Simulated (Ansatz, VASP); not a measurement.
**Bi in VASP and in Ansatz**

```
Bi
1.0
     2.29061   -1.32249    4.05746
     0.00000    2.64497    4.05746
    -2.29061   -1.32249    4.05746
Bi
2
Direct
  0.23366 0.23366 0.23366
  0.76634 0.76634 0.76634
```

Alike in both runs: functional PBE; k mesh 11 × 11 × 11; occupations fermi-dirac, width 0.05 eV; no spin polarisation.

Ansatz relaxed the structure, and its values are those at the end. VASP's run is a single point on that final structure, the one shown.

```csv
,VASP,Ansatz
version,VASP 6.6.1,Ansatz 0.2.0
potentials or method,"VASP PAW PBE potentials, release 64 (Bi_d)","PAW with Ansatz's default frozen-core files, scalar-relativistic"
plane-wave cutoff (eV),520,420
valence electrons in the cell,30,30
```

|  | VASP | Ansatz | Ansatz less VASP |
| --- | --- | --- | --- |
| pressure (GPa) | -0.1 | 0.0 | +0.05 |

Spin-orbit coupling is off throughout.
